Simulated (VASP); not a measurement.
The system is Os.

```
Os
1.0
     2.73520    0.00000    0.00000
    -1.36760    2.36875    0.00000
     0.00000    0.00000    4.31900
Os
2
Direct
  0.33333 0.66667 0.25000
  0.66667 0.33333 0.75000
```

```yaml
Program: VASP 6.6.1
Task: relaxation of cell and atoms
Functional: PBE
Potentials_or_basis: VASP PAW PBE potentials, release 64 (Os)
Cutoff: 600 eV
k_mesh: 13 × 13 × 7
Occupations: fermi-dirac, width 0.1 eV
Spin: no spin polarisation
```

At the start: pressure 8.7 GPa; volume 13.99 Å³/atom.

How do energy, volume and symmetry change on relaxing?

Over 9 steps the energy falls by 7.7 meV/atom and the volume is 14.28 Å³/atom (+2.1 %); space group P6_3/mmc (No. 194, to 0.1 Å) before and after.

The path:
```tsv
step	energy change (eV)	largest force (eV/Å)	pressure (GPa)	volume (Å³)
1	0.0000	0.0000	8.66	27.98
2	0.2361	0.0000	-28.40	31.16
3	-0.0152	0.0000	-0.35	28.58
4	-0.0152	0.0000	-0.03	28.56
5	-0.0152	0.0000	0.15	28.55
6	-0.0152	0.0000	0.17	28.55
7	-0.0153	0.0000	0.16	28.55
8	-0.0153	0.0000	-0.46	28.59
9	-0.0153	0.0000	0.02	28.56
```

Final structure:
```
Os
1.0
     2.75589    0.00000    0.00000
    -1.37794    2.38667    0.00000
     0.00000    0.00000    4.34197
Os
2
Direct
  0.33333 0.66667 0.25000
  0.66667 0.33333 0.75000
```
